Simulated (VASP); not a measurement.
# NbAs (I4_1md) in VASP: further runs

The runs below take NbAs through single point, with r2SCAN.

Everything below comes from runs of VASP 6.6.1. Logs are shortened: lines on timing, memory, paths and dates and some standing lists are left out, and cuts for length are marked.

### Step 1. The cell of the first run

It takes space group I4_1md (No. 109, tetragonal). Conventional cell: a = 3.423 Å, b = 3.423 Å, c = 11.582 Å, α = 90.00°, β = 90.00°, γ = 90.00°. Within 3.5 Å of Nb (site symmetry 2mm) lie 6 As at 2.57 to 2.61 Å and 8 Nb at 3.36 to 3.42 Å. Within 3.5 Å of As (site symmetry 2mm) lie 6 Nb at 2.57 to 2.61 Å and 8 As at 3.36 to 3.42 Å.

### Step 2. Single point, r2SCAN

POSCAR reads:

```
NbAs
1.0
   -1.7113463731      1.7113463731      5.7909220494
    1.7113463731     -1.7113463731      5.7909220494
    1.7113463731      1.7113463731     -5.7909220494
Nb As
2 2
Direct
    0.0000000000      0.0000000000      0.0000000000
    0.7500000000      0.2500000000      0.5000000000
    0.4160000000      0.4160000000      0.0000000000
    0.1660000000      0.6660000000      0.5000000000
```

INCAR.step1 reads:

```
PREC = Accurate
ENCUT = 520
ISMEAR = 1
SIGMA = 0.1
LREAL = False
LASPH = True
NELM = 80
NBANDS = 26
GGA = PE
ALGO = Normal
EDIFF = 1E-4
LWAVE = True
LCHARG = False
```

INCAR.step2 reads:

```
PREC = Accurate
ENCUT = 520
EDIFF = 1E-6
ISMEAR = 1
SIGMA = 0.1
LREAL = False
LASPH = True
NELM = 80
ALGO = Normal
ISIF = 2
LWAVE = False
LCHARG = False
METAGGA = R2SCAN
LMIXTAU = True
NBANDS = 26
ISTART = 1
```

KPOINTS reads:

```
regular mesh
0
Gamma
  11 11 11
```

Potentials or basis: VASP PAW PBE potentials, release 64 (Nb_sv, As).

The run is started by

```sh
$ cat potpaw_PBE.64/Nb_sv/POTCAR potpaw_PBE.64/As/POTCAR > POTCAR
$ cp INCAR.step1 INCAR
$ mpirun -np 1 vasp_std > vasp.out
$ cp INCAR.step2 INCAR
$ mpirun -np 1 vasp_std > vasp.out
```

OUTCAR:

```text
PREC = Accurate
   ENCUT = 520
   EDIFF = 1E-6
   ISMEAR = 1
   LREAL = False
   LASPH = True
   NELM = 80
   ISIF = 2
   METAGGA = R2SCAN
   ISTART = 1

 ion  position               nearest neighbor table
   1  0.000  0.000  0.000-   4 2.57   4 2.57   3 2.61   3 2.61   3 2.61   3 2.61
   2  0.750  0.250  0.500-   3 2.57   3 2.57   4 2.61   4 2.61   4 2.61   4 2.61
   3  0.416  0.416  0.000-   2 2.57   2 2.57   1 2.61   1 2.61   1 2.61   1 2.61
   4  0.166  0.666  0.500-   1 2.57   1 2.57   2 2.61   2 2.61   2 2.61   2 2.61

  LATTYP: Found a body centered tetragonal cell.
 ALAT       =     3.4226927462
 C/A-ratio  =     3.3838398470

  Lattice vectors:

 A1 = (  -1.7113463731,   1.7113463731,   5.7909220494)
 A2 = (   1.7113463731,  -1.7113463731,   5.7909220494)
 A3 = (   1.7113463731,   1.7113463731,  -5.7909220494)

Analysis of symmetry for initial positions (statically):
=====================================================================
 Subroutine PRICEL returns:
 Original cell was already a primitive cell.

 Routine SETGRP: Setting up the symmetry group for a
 body centered tetragonal supercell.

 Subroutine GETGRP returns: Found  8 space group operations
 (whereof  4 operations were pure point group operations)
 out of a pool of 16 trial point group operations.

The static configuration has the point symmetry C_2v.
 The point group associated with its full space group is C_4v.

Analysis of symmetry for dynamics (positions and initial velocities):
=====================================================================
 Subroutine PRICEL returns:
 Original cell was already a primitive cell.

 Routine SETGRP: Setting up the symmetry group for a
 body centered tetragonal supercell.

 Subroutine GETGRP returns: Found  8 space group operations
 (whereof  4 operations were pure point group operations)
 out of a pool of 16 trial point group operations.

The dynamic configuration has the point symmetry C_2v.
 The point group associated with its full space group is C_4v.

 Subroutine INISYM returns: Found  8 space group operations
 (whereof  4 operations are pure point group operations),
 and found     1 'primitive' translations

----------------------------------------------------------------------------------------

                                     Primitive cell

  volume of cell :      67.8396

  direct lattice vectors                    reciprocal lattice vectors
[... 84 lines left out ...]
   ICHARG =      0    charge: 1-file 2-atom 10-const
   ISPIN  =      1    spin polarized calculation?
   LNONCOLLINEAR =      F non collinear calculations
   LSORBIT =      F    spin-orbit coupling
   LASPH  =      T    aspherical Exc in radial PAW
   ENCUT  =  520.0 eV  38.22 Ry    6.18 a.u.  11.67 11.67 11.67*2*pi/ulx,y,z
   NELM   =     80;   NELMIN=  2; NELMDL=  0     # of ELM steps
   EDIFF  = 0.1E-05   stopping-criterion for ELM
   LREAL  =      F    real-space projection
[... 7 lines left out ...]
   TEBEG  =    0.0;   TEEND  =   0.0 temperature during run
   PSTRESS=    0.0 pullay stress
   NELECT =      36.0000    total number of electrons
   NUPDOWN=      -1.0000    fix difference up-down
   EMIN   =  10.00;   EMAX   =-10.00  energy-range for DOS
   EFERMI =   0.00;   METHOD = LEGACY
   ISMEAR =     1;   SIGMA  =   0.10  broadening in eV -4-tet -1-fermi 0-gaus
   EFERMI_NEDOS =   21; number of points for ismear=-14 and -15
   IALGO  =     38    algorithm
   IMIX   =      4    mixing-type and parameters
     AMIX     =   0.40;   BMIX     =  1.00
     AMIX_MAG =   1.60;   BMIX_MAG =  1.00
  volume/ion in A,a.u.               =      16.96       114.45
  Fermi-wavevector in a.u.,A,eV,Ry     =   1.325403  2.504648 23.901246  1.756692
  Thomas-Fermi vector in A             =   2.454866
   LORBIT       =      0    0 simple, 1 ext, 2 COOP (PROOUT), +10 PAW based schemes
   METAGGA = R2SCAN    functional components
   LHFCALC =     F    Hartree Fock is set to
   AEXX    =    0.0000 exact exchange contribution
   IVDW    =     0    specifies the selected vdW correction
   LEPSILON=     F    determine dielectric tensor
   LRPA    =     F    only Hartree local field effects (RPA)
 non-spin polarized calculation
 Methfessel and Paxton  Order N= 1 SIGMA  =   0.10
  energy-cutoff  :      520.00
  volume of cell :       67.84
 maximum number of plane-waves:      1845
   NGX = 23   NGY = 23   NGZ = 23

 number of electron      35.9999999 magnetization

 Free energy of the ion-electron system (eV)
  ---------------------------------------------------
  ext. energy  EPLUGINS =         0.00000000
  ---------------------------------------------------
  free energy    TOTEN  =       -82.21006217 eV

  energy without entropy =      -82.20998289  energy(sigma->0) =      -82.21003574

 E-fermi :   9.9644     XC(G=0): -12.7911

 val. band max:        9.9388091983   @ k =  -0.0909   0.4545   0.0909
 cond. band min:       9.9705044252   @ k =  -0.0909   0.4545   0.0909
 fundamental gap:      0.0316952268
 Fermi energy:         9.9643672813

 k-point     1 :       0.0000    0.0000    0.0000
  band No.  band energies     occupation
      1     -47.0098      2.00000
      2     -46.9738      2.00000
      3     -22.5680      2.00000
      4     -22.4158      2.00000
      5     -22.4158      2.00000
      6     -22.2455      2.00000
[... 685 lines left out ...]
     25      14.0781      0.00000
     26      15.5992      0.00000

 [... further k-points ...]

------------------------ aborting loop because EDIFF is reached ----------------------------------------

  FORCE on cell =-STRESS in cart. coord.  units (eV):
  Direction    XX          YY          ZZ          XY          YZ          ZX
  --------------------------------------------------------------------------------------
  -------------------------------------------------------------------------------------
  Total        2.6918143      2.6918143      3.1331616      0.0000000      0.0000000      0.0000000
  in kB       63.5729160     63.5729160     73.9962710      0.0000000      0.0000000      0.0000000
  external PRESSURE =      67.0473677 kB  Pullay stress =       0.0000000 kB

 VOLUME and BASIS-vectors are now :
 -----------------------------------------------------------------------------
  energy-cutoff  :      520.00
  volume of cell :       67.84
      direct lattice vectors                 reciprocal lattice vectors
    -1.711346373  1.711346373  5.790922049     0.000000000  0.292167622  0.086342036
     1.711346373 -1.711346373  5.790922049     0.292167622  0.000000000  0.086342036
     1.711346373  1.711346373 -5.790922049     0.292167622  0.292167622  0.000000000

 POSITION                                       TOTAL-FORCE (eV/Angst)
 -----------------------------------------------------------------------------------
      0.00000      0.00000      0.00000        -0.000000      0.000000     -0.316144
     -0.00000      1.71135      2.89546         0.000000     -0.000000     -0.316144
      0.00000      0.00000      4.81805        -0.000000     -0.000000      0.316144
      1.71135      0.00000      1.92259         0.000000      0.000000      0.316144
 -----------------------------------------------------------------------------------
    total drift:                               -0.000000     -0.000000     -0.000585

  FREE ENERGIE OF THE ION-ELECTRON SYSTEM (eV)
  ---------------------------------------------------
  free  energy   TOTEN  =       -82.2100621700 eV

  energy  without entropy=      -82.2099828861  energy(sigma->0) =      -82.21003574
```

OSZICAR.step1:

```text
N       E                     dE             d eps       ncg     rms          rms(c)
DAV:   1     0.351010861770E+03    0.35101E+03   -0.18728E+04  6560   0.137E+03
DAV:   2    -0.754401472588E+01   -0.35855E+03   -0.34852E+03  7860   0.490E+02
DAV:   3    -0.325189248361E+02   -0.24975E+02   -0.24493E+02 11576   0.102E+02
DAV:   4    -0.342247780632E+02   -0.17059E+01   -0.16955E+01  9984   0.212E+01
DAV:   5    -0.342773639506E+02   -0.52586E-01   -0.52517E-01 10764   0.383E+00    0.114E+01
DAV:   6    -0.324498207610E+02    0.18275E+01   -0.61255E+00 10056   0.176E+01    0.331E+00
DAV:   7    -0.324499519255E+02   -0.13116E-03   -0.41960E-01  9534   0.362E+00    0.201E+00
DAV:   8    -0.324447627744E+02    0.51892E-02   -0.61418E-02 10254   0.157E+00    0.387E-01
DAV:   9    -0.324450623375E+02   -0.29956E-03   -0.42793E-03 10348   0.462E-01    0.235E-01
DAV:  10    -0.324453075723E+02   -0.24523E-03   -0.11109E-03  8010   0.302E-01    0.322E-02
DAV:  11    -0.324452915660E+02    0.16006E-04   -0.44990E-05  4486   0.629E-02
   1 F= -.32445292E+02 E0= -.32445318E+02  d E =0.779313E-04
```

Run time: 25 min. Hardware: 1 thread of AMD EPYC 9R14 (Zen 4), shared host; peak memory 0.45 GiB.

What came out:

| Item | Value |
| --- | --- |
| Free energy | -82.2101 eV |
| Pressure | 6.7 GPa |
| Largest force | 0.316 eV/Å |
| Band gap on the k mesh | zero (filled and empty bands touch) |

Forces on the atoms (eV/Å):
```
Nb   0.000  0.000 -0.316
Nb   0.000  0.000 -0.316
As   0.000  0.000  0.316
As   0.000  0.000  0.316
```

Caveat: the cell stands under pressure; the PAW data sets were made with another functional, which shifts forces and pressure a little.

### Step 3. Single point, r2SCAN

This run uses another cell than the first one, of 17.39 Å³/atom.

POSCAR reads:

```
NbAs
1.0
   -1.7258500000      1.7258500000      5.8400000000
    1.7258500000     -1.7258500000      5.8400000000
    1.7258500000      1.7258500000     -5.8400000000
Nb As
2 2
Direct
    0.0000000000      0.0000000000      0.0000000000
    0.7500000000      0.2500000000      0.5000000000
    0.4160000000      0.4160000000      0.0000000000
    0.1660000000      0.6660000000      0.5000000000
```

INCAR.step1 reads:

```
ALGO = Normal ; EDIFF = 1E-4
ENCUT = 520 ; GGA = PE
ISMEAR = 1 ; LASPH = True
LCHARG = False ; LREAL = False
LWAVE = True ; NBANDS = 26
NELM = 80 ; PREC = Accurate
SIGMA = 0.1
```

INCAR.step2 reads:

```
ALGO = Normal ; EDIFF = 1E-6
ENCUT = 520 ; ISIF = 2
ISMEAR = 1 ; ISTART = 1
LASPH = True ; LCHARG = False
LMIXTAU = True ; LREAL = False
LWAVE = False ; METAGGA = R2SCAN
NBANDS = 26 ; NELM = 80
PREC = Accurate ; SIGMA = 0.1
```

KPOINTS reads:

```
k-points
0
Gamma
  11 11 11
```

Potentials or basis: VASP PAW PBE potentials, release 64 (Nb_sv, As).

The run is started by

```sh
$ cat potpaw_PBE.64/Nb_sv/POTCAR potpaw_PBE.64/As/POTCAR > POTCAR
$ cp INCAR.step1 INCAR
$ mpirun -np 1 vasp_std > vasp.out
$ cp INCAR.step2 INCAR
$ mpirun -np 1 vasp_std > vasp.out
```

It took 27 min on 1 thread of AMD EPYC 9R14 (Zen 4), shared host; peak memory 0.45 GiB.

The run converged. Its results:

| Item | Value |
| --- | --- |
| Free energy | -82.2564 eV |
| Pressure | 1.8 GPa |
| Largest force | 0.283 eV/Å |
| Band gap on the k mesh | zero (bands 18 and 19 overlap by 0.02 eV) |

Forces on the atoms (eV/Å):
```
Nb   0.000  0.000 -0.283
Nb   0.000  0.000 -0.283
As   0.000  0.000  0.283
As   0.000  0.000  0.283
```

Stress tensor (GPa, compression positive):
```
1.33 0.00 0.00
0.00 1.33 0.00
0.00 0.00 2.89
```

Levels at points of the mesh, in eV from the Fermi level:
| k point | band 14 | band 15 | band 16 | band 17 | band 18 | band 19 | band 20 | band 21 | band 22 | band 23 |
| --- | --- | --- | --- | --- | --- | --- | --- | --- | --- | --- |
| (0.00, 0.00, 0.00) | -2.45 | -2.13 | -1.76 | -1.53 | -1.53 | 0.75 | 1.36 | 2.54 | 3.11 | 3.11 |

Caveat: the PAW data sets were made with another functional, which shifts forces and pressure a little.

### Step 4. Single point, r2SCAN

This run uses another cell than the first one, of 17.83 Å³/atom.

POSCAR reads:

```
NbAs
1.0
   -1.7401138700      1.7401138700      5.8882666516
    1.7401138700     -1.7401138700      5.8882666516
    1.7401138700      1.7401138700     -5.8882666516
Nb As
2 2
Direct
    0.0000000000      0.0000000000      0.0000000000
    0.7500000000      0.2500000000      0.5000000000
    0.4160000000      0.4160000000      0.0000000000
    0.1660000000      0.6660000000      0.5000000000
```

INCAR.step1 reads:

```
ALGO = Normal
EDIFF = 1E-4
ENCUT = 520
GGA = PE
ISMEAR = 1
LASPH = T
LCHARG = F
LREAL = F
LWAVE = T
NBANDS = 26
NELM = 60
PREC = Accurate
SIGMA = 0.1
```

INCAR.step2 reads:

```
ALGO = Normal
EDIFF = 1E-6
ENCUT = 520
ISIF = 2
ISMEAR = 1
ISTART = 1
LASPH = T
LCHARG = F
LMIXTAU = T
LREAL = F
LWAVE = F
METAGGA = R2SCAN
NBANDS = 26
NELM = 60
PREC = Accurate
SIGMA = 0.1
```

KPOINTS is that of step 3.

Potentials or basis: VASP PAW PBE potentials, release 64 (Nb_sv, As).

The run is started by

```sh
$ cat potpaw_PBE.64/Nb_sv/POTCAR potpaw_PBE.64/As/POTCAR > POTCAR
$ cp INCAR.step1 INCAR
$ mpirun -np 1 vasp_std > vasp.out
$ cp INCAR.step2 INCAR
$ mpirun -np 1 vasp_std > vasp.out
```

OUTCAR:

```text
EDIFF = 1E-6
   ENCUT = 520
   ISIF = 2
   ISMEAR = 1
   ISTART = 1
   LASPH = T
   LREAL = F
   METAGGA = R2SCAN
   NELM = 60
   PREC = Accurate

 ion  position               nearest neighbor table
   1  0.000  0.000  0.000-   4 2.62   4 2.62   3 2.65   3 2.65   3 2.65   3 2.65
   2  0.750  0.250  0.500-   3 2.62   3 2.62   4 2.65   4 2.65   4 2.65   4 2.65
   3  0.416  0.416  0.000-   2 2.62   2 2.62   1 2.65   1 2.65   1 2.65   1 2.65
   4  0.166  0.666  0.500-   1 2.62   1 2.62   2 2.65   2 2.65   2 2.65   2 2.65

[... 898 lines left out ...]
  Direction    XX          YY          ZZ          XY          YZ          ZX
  --------------------------------------------------------------------------------------
  -------------------------------------------------------------------------------------
  Total       -1.3643847     -1.3643847     -0.4763039      0.0000000      0.0000000      0.0000000
  in kB      -30.6509974    -30.6509974    -10.7001996      0.0000000      0.0000000      0.0000000
  external PRESSURE =     -24.0007314 kB  Pullay stress =       0.0000000 kB

 VOLUME and BASIS-vectors are now :
 -----------------------------------------------------------------------------
  energy-cutoff  :      520.00
  volume of cell :       71.32
      direct lattice vectors                 reciprocal lattice vectors
    -1.740113870  1.740113870  5.888266652     0.000000000  0.287337518  0.084914633
     1.740113870 -1.740113870  5.888266652     0.287337518  0.000000000  0.084914633
     1.740113870  1.740113870 -5.888266652     0.287337518  0.287337518  0.000000000

 POSITION                                       TOTAL-FORCE (eV/Angst)
 -----------------------------------------------------------------------------------
      0.00000      0.00000      0.00000         0.000000     -0.000000     -0.251711
      0.00000      1.74011      2.94413        -0.000000      0.000000     -0.251711
      0.00000      0.00000      4.89904         0.000000      0.000000      0.251711
      1.74011     -0.00000      1.95490        -0.000000     -0.000000      0.251711
 -----------------------------------------------------------------------------------
    total drift:                               -0.000000     -0.000000     -0.000726

  FREE ENERGIE OF THE ION-ELECTRON SYSTEM (eV)
  ---------------------------------------------------
  free  energy   TOTEN  =       -82.2534273400 eV

  energy  without entropy=      -82.2532801147  energy(sigma->0) =      -82.25337826
```

It took 27 min on 1 thread of AMD EPYC 9R14 (Zen 4), shared host; peak memory 0.45 GiB.

What came out:

| Property | Result |
| --- | --- |
| Free energy | -82.2534 eV |
| Pressure | -2.4 GPa |
| Largest force | 0.252 eV/Å |
| Band gap on the k mesh | zero (bands 18 and 19 overlap by 0.03 eV) |

Forces in eV/Å, atoms in the order of the input:
```
Nb   0.000  0.000 -0.252
Nb   0.000  0.000 -0.252
As   0.000  0.000  0.252
As   0.000  0.000  0.252
```

Stress tensor (GPa, compression positive):
```
-3.07  0.00  0.00
 0.00 -3.07  0.00
 0.00  0.00 -1.07
```

Caveat: the PAW data sets were made with another functional, which shifts forces and pressure a little.

### Step 5. Summary

| cell | gap on the mesh (eV) | pressure (GPa) | largest force (eV/Å) |
| --- | --- | --- | --- |
| a = 6.276 Å, angles 148.4, 148.4, 45.4°, 4 atoms | none | 6.7 | 0.32 |
| a = 6.330 Å, angles 148.4, 148.4, 45.4°, 4 atoms | none | 1.8 | 0.28 |
| a = 6.382 Å, angles 148.4, 148.4, 45.4°, 4 atoms | none | -2.4 | 0.25 |

Alike in all rows: task single point; level r2SCAN; potentials or basis VASP PAW PBE potentials, release 64 (Nb_sv, As); no spin polarisation; k mesh 11 × 11 × 11; cutoff (eV) 520; smearing methfessel-paxton 0.1 eV.

Caveats: the PAW data sets were made with another functional, which shifts forces and pressure a little; the cell stands under pressure (at least some runs).

Total energies depend on the potentials used, so only differences within one code and one set of settings carry meaning.

The gap in the log of VASP goes by the Fermi energy; the results here count the filled bands.